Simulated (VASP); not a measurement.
# SiCl3 in VASP: single point with PBE+D3(BJ)

Aim: the single point of SiCl3 with PBE+D3(BJ).

Everything below comes from runs of VASP 6.6.1. Logs are shortened: lines on timing, memory, paths and dates and some standing lists are left out, and cuts for length are marked.

## Step 1: The cell of the first run

The cell holds a molecule in a box, 4 atoms: a = 15.000 Å, b = 15.500 Å, c = 16.000 Å, α = 90.00°, β = 90.00°, γ = 90.00°.

## Step 2: Single point, PBE+D3(BJ), collinear spin

Contents of INCAR:

```
PREC = Accurate ; ENCUT = 520
EDIFF = 1E-7 ; ISMEAR = 0
SIGMA = 0.005 ; LREAL = False
LASPH = True ; NELM = 150
ALGO = Normal ; ISIF = 2
LWAVE = False ; LCHARG = False
ISPIN = 2 ; MAGMOM = 1 0 0 0
LORBIT = 11 ; GGA = PE
IVDW = 12 ; NBANDS = 24
ISYM = 0
```

Contents of KPOINTS:

```
Automatic mesh
0
Gamma
  1 1 1
```

Contents of POSCAR:

```
SiCl3
1.0
   15.0000000000      0.0000000000      0.0000000000
    0.0000000000     15.5000000000      0.0000000000
    0.0000000000      0.0000000000     16.0000000000
Si Cl
1 3
Direct
    0.4997801902      0.5003893677      0.4677774550
    0.6295936005      0.4993408387      0.5099026282
    0.4357999326      0.6086476603      0.5123880056
    0.4348262767      0.3916221332      0.5099319113
```

Potentials or basis: VASP PAW PBE potentials, release 64 (Si, Cl).

The run is started by

```console
cat potpaw_PBE.64/Si/POTCAR potpaw_PBE.64/Cl/POTCAR > POTCAR
mpirun -np 1 vasp_gam > vasp.out
```

OUTCAR:

```text
PREC = Accurate
   ENCUT = 520
   EDIFF = 1E-7
   ISMEAR = 0
   LREAL = False
   LASPH = True
   NELM = 150
   ISIF = 2
   ISPIN = 2
   LORBIT = 11
   GGA = PE
   IVDW = 12
   ISYM = 0
 IVDW          = 12

 ion  position               nearest neighbor table
   1  0.500  0.500  0.468-   2 2.06   3 2.06   4 2.06
   2  0.630  0.499  0.510-   1 2.06
   3  0.436  0.609  0.512-   1 2.06
   4  0.435  0.392  0.510-   1 2.06

IMPORTANT INFORMATION: All symmetrisations will be switched off!
NOSYMM: (Re-)initialisation of all symmetry stuff for point group C_1.

----------------------------------------------------------------------------------------

                                     Primitive cell

  volume of cell :    3720.0000

  direct lattice vectors                    reciprocal lattice vectors
    15.000000000  0.000000000  0.000000000     0.066666667  0.000000000  0.000000000
     0.000000000 15.500000000  0.000000000     0.000000000  0.064516129  0.000000000
     0.000000000  0.000000000 16.000000000     0.000000000  0.000000000  0.062500000

  length of vectors
    15.000000000 15.500000000 16.000000000     0.066666667  0.064516129  0.062500000

  position of ions in fractional coordinates (direct lattice)
     0.499780190  0.500389368  0.467777455
     0.629593601  0.499340839  0.509902628
     0.435799933  0.608647660  0.512388006
     0.434826277  0.391622133  0.509931911

  ion indices of the primitive-cell ions
   primitive index   ion index
                 1           1
                 2           2
                 3           3
                 4           4

----------------------------------------------------------------------------------------

 KPOINTS: Automatic mesh

Automatic generation of k-mesh.
 Grid dimensions read from file:
 generate k-points for:    1    1    1

 Generating k-lattice:

  Cartesian coordinates                     Fractional coordinates (reciprocal lattice)
     0.066666667  0.000000000  0.000000000     1.000000000  0.000000000  0.000000000
     0.000000000  0.064516129  0.000000000     0.000000000  1.000000000  0.000000000
     0.000000000  0.000000000  0.062500000     0.000000000  0.000000000  1.000000000

  Length of vectors
     0.066666667  0.064516129  0.062500000

  Shift w.r.t. Gamma in fractional coordinates (k-lattice)
     0.000000000  0.000000000  0.000000000

 Subroutine IBZKPT returns following result:
 ===========================================

 Found      1 irreducible k-points:

 Following reciprocal coordinates:
            Coordinates               Weight
  0.000000  0.000000  0.000000      1.000000
   k-points           NKPTS =      1   k-points in BZ     NKDIM =      1   number of bands    NBANDS=     24
   number of dos      NEDOS =    301   number of ions     NIONS =      4
   total plane-waves  NPLWV = ******
   dimension x,y,z NGX =   112 NGY =  120 NGZ =  120
   dimension x,y,z NGXF=   224 NGYF=  240 NGZF=  240
   ions per type =               1   3
   NGX,Y,Z   is equivalent  to a cutoff of  12.41, 12.87, 12.47 a.u.
   NGXF,Y,Z  is equivalent  to a cutoff of  24.83, 25.74, 24.94 a.u.
 SYSTEM =  unknown system
   PREC   = accura    normal or accurate (medium, high low for compatibility)
   ISTART =      0    job   : 0-new  1-cont  2-samecut
   ICHARG =      2    charge: 1-file 2-atom 10-const
   ISPIN  =      2    spin polarized calculation?
   LNONCOLLINEAR =      F non collinear calculations
   LSORBIT =      F    spin-orbit coupling
   LASPH  =      T    aspherical Exc in radial PAW
   ENCUT  =  520.0 eV  38.22 Ry    6.18 a.u.  27.89 28.82 29.75*2*pi/ulx,y,z
   NELM   =    150;   NELMIN=  2; NELMDL= -5     # of ELM steps
   EDIFF  = 0.1E-06   stopping-criterion for ELM
   LREAL  =      F    real-space projection
   EDIFFG = 0.1E-05   stopping-criterion for IOM
   NSW    =      0    number of steps for IOM
   IBRION =     -1    ionic relax: 0-MD 1-quasi-New 2-CG
   NFREE  =      0    steps in history (QN), initial steepest desc. (CG)
   ISIF   =      2    stress and relaxation
   ISYM   =      0    0-nonsym 1-usesym 2-fastsym
   POTIM  = 0.5000    time-step for ionic-motion
   TEBEG  =    0.0;   TEEND  =   0.0 temperature during run
   PSTRESS=    0.0 pullay stress
   NELECT =      25.0000    total number of electrons
   NUPDOWN=      -1.0000    fix difference up-down
   EMIN   =  10.00;   EMAX   =-10.00  energy-range for DOS
   EFERMI =   0.00;   METHOD = LEGACY
   ISMEAR =     0;   SIGMA  =   0.01  broadening in eV -4-tet -1-fermi 0-gaus
   EFERMI_NEDOS =   21; number of points for ismear=-14 and -15
   IALGO  =     38    algorithm
   IMIX   =      4    mixing-type and parameters
     AMIX     =   0.40;   BMIX     =  1.00
     AMIX_MAG =   1.60;   BMIX_MAG =  1.00
  volume/ion in A,a.u.               =     930.00      6275.95
  Fermi-wavevector in a.u.,A,eV,Ry     =   0.308940  0.583812  1.298592  0.095444
  Thomas-Fermi vector in A             =   1.185198
   LORBIT       =     11    0 simple, 1 ext, 2 COOP (PROOUT), +10 PAW based schemes
   GGA     = PE    functional components
   LHFCALC =     F    Hartree Fock is set to
   AEXX    =    0.0000 exact exchange contribution
   IVDW    =    12    specifies the selected vdW correction
   LEPSILON=     F    determine dielectric tensor
   LRPA    =     F    only Hartree local field effects (RPA)
 spin polarized calculation
 Gauss-broadening in eV      SIGMA  =   0.01
  energy-cutoff  :      520.00
  volume of cell :     3720.00
 maximum number of plane-waves:     50071
 NGX is ok and might be reduce to   112
   NGX = 55   NGY = 57   NGZ = 59

 number of electron      25.0000002 magnetization       1.0000000

 Free energy of the ion-electron system (eV)
  ---------------------------------------------------
  ext. energy  EPLUGINS =         0.00000000
  ---------------------------------------------------
  free energy    TOTEN  =       -14.11443833 eV

  energy without entropy =      -14.11443833  energy(sigma->0) =      -14.11443833

 E-fermi :  -5.7135     XC(G=0):  -0.4493

 val. band max:       -5.7985078040   @ k =   0.0000   0.0000   0.0000
 cond. band min:      -4.2359946182   @ k =   0.0000   0.0000   0.0000
 fundamental gap:      1.5625131858
 Fermi energy:        -5.7134965345

 spin component 1

 k-point     1 :       0.0000    0.0000    0.0000
  band No.  band energies     occupation
      1     -21.7015      1.00000
      2     -20.8944      1.00000
      3     -20.8937      1.00000
      4     -13.3099      1.00000
      5     -10.6006      1.00000
      6     -10.5999      1.00000
[... 16 lines left out ...]
     23       0.6595      0.00000
     24       0.9734      0.00000
 Fermi energy:        -5.7134965345

 spin component 2

 k-point     1 :       0.0000    0.0000    0.0000
  band No.  band energies     occupation
      1     -21.5832      1.00000
      2     -20.7824      1.00000
      3     -20.7818      1.00000
      4     -13.0187      1.00000
      5     -10.4546      1.00000
      6     -10.4539      1.00000
[... 16 lines left out ...]
     23       0.7106      0.00000
     24       1.0545      0.00000

------------------------ aborting loop because EDIFF is reached ----------------------------------------

 Edisp (eV)   -0.15775

 E8    (eV) :    -0.0661

  FORCE on cell =-STRESS in cart. coord.  units (eV):
  Direction    XX          YY          ZZ          XY          YZ          ZX
  --------------------------------------------------------------------------------------
  -------------------------------------------------------------------------------------
  Total      -0.17878    -0.17617    -0.07385    -0.00081    -0.00083     0.00164
  in kB      -0.07700    -0.07588    -0.03180    -0.00035    -0.00036     0.00071
  external pressure =       -0.06 kB  Pullay stress =        0.00 kB

 VOLUME and BASIS-vectors are now :
 -----------------------------------------------------------------------------
  energy-cutoff  :      520.00
  volume of cell :     3720.00
      direct lattice vectors                 reciprocal lattice vectors
    15.000000000  0.000000000  0.000000000     0.066666667  0.000000000  0.000000000
     0.000000000 15.500000000  0.000000000     0.000000000  0.064516129  0.000000000
     0.000000000  0.000000000 16.000000000     0.000000000  0.000000000  0.062500000

 POSITION                                       TOTAL-FORCE (eV/Angst)
 -----------------------------------------------------------------------------------
      7.49670      7.75604      7.48444        -0.001054     -0.001129      0.051430
      9.44390      7.73978      8.15844        -0.047705      0.000290     -0.016494
      6.53700      9.43404      8.19821         0.023887     -0.040084     -0.017953
      6.52239      6.07014      8.15891         0.024872      0.040923     -0.016983
 -----------------------------------------------------------------------------------
    total drift:                                0.000151      0.000048      0.000167

  FREE ENERGIE OF THE ION-ELECTRON SYSTEM (eV)
  ---------------------------------------------------
  free  energy   TOTEN  =       -14.2721907517 eV

  energy  without entropy=      -14.2721907517  energy(sigma->0) =      -14.27219075

 total charge

# of ion       s       p       d       tot
------------------------------------------
    1        0.750   0.770   0.000   1.520
    2        1.607   3.523   0.000   5.130
    3        1.607   3.523   0.000   5.130
    4        1.607   3.523   0.000   5.130
--------------------------------------------------
tot          5.571  11.338   0.000  16.909

 magnetization (x)

# of ion       s       p       d       tot
------------------------------------------
    1        0.123   0.151   0.000   0.274
    2        0.004   0.079   0.000   0.084
    3        0.004   0.079   0.000   0.084
    4        0.004   0.079   0.000   0.084
--------------------------------------------------
tot          0.136   0.389   0.000   0.525
```

Wall time 31 min (1 thread of Intel Xeon 8259CL, shared host); peak memory 3.5 GiB.

What came out:

* Free energy: -14.2722 eV
* Largest force: 0.051 eV/Å
* Gap between the frontier levels: 1.56 eV
* Net moment: 1.00 μB per cell
* Site moments: Si +0.27; Cl +0.08 μB
* Valence electrons inside the program's atomic spheres: Si 1.52; Cl 5.13
* Dispersion energy per atom: -0.039 eV

Forces on the atoms (eV/Å):
```
Si  -0.001 -0.001  0.051
Cl  -0.048  0.000 -0.016
Cl   0.024 -0.040 -0.018
Cl   0.025  0.041 -0.017
```
